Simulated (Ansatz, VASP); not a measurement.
**Two plane-wave programs on TaSi2**

```
CELL_PARAMETERS angstrom
4.76099 0.00000 0.00000
-2.38050 4.12314 0.00000
0.00000 0.00000 6.55614
ATOMIC_POSITIONS crystal
Ta 0.50329 0.00000 0.99968
Ta 0.49671 0.49671 0.66635
Ta 0.00000 0.50329 0.33302
Si 0.15928 0.31857 0.97929
Si 0.83733 0.15589 0.68941
Si 0.68143 0.84072 0.31262
Si 0.84411 0.68143 0.02275
Si 0.15928 0.84072 0.64595
Si 0.31857 0.16267 0.35608
```

Change from the starting cell: mode 24 (375.6 1/cm) frozen in, largest displacement -0.150 Å.

Alike in both runs: task single point; functional PBEsol; k mesh 12 × 12 × 6; occupations gaussian, width 0.15 eV; no spin polarisation.

|  | VASP | Ansatz |
| --- | --- | --- |
| version | VASP 6.6.1 | Ansatz 0.2.0 |
| potentials or method | VASP PAW PBE potentials, release 64 (Ta_pv, Si), cutoff 520 eV | scalar-relativistic, plane waves, PAW |
| valence electrons in the cell | 57 | 63 |

Ansatz gave:

| Property | Result |
| --- | --- |
| gap on the k mesh at the Fermi level (eV) | none |
| pressure (GPa) | 3.6 |
| traceless stress, the component that is largest in VASP (GPa) | 4.86 |
| rms of the force components (eV/Å) | 1.208 |

Question: Estimate VASP's values.

Answer: gap on the k mesh at the Fermi level (eV): none; pressure (GPa): 3.9; traceless stress, the component that is largest in VASP (GPa): 4.93; rms of the force components (eV/Å): 1.215.

VASP's potentials were made for PBE, not for PBEsol. Atom by atom the forces differ by 0.007 eV/Å (rms over components). A gap of «none» marks a metal or a gap that the smearing closes. With one functional, cell and mesh, what is left measures potentials, basis and numerics. VASP's potentials hold 57 valence electrons a cell and Ansatz's 63, so a difference there can come from the potentials and not from the codes.

Neither program's run includes spin-orbit coupling.
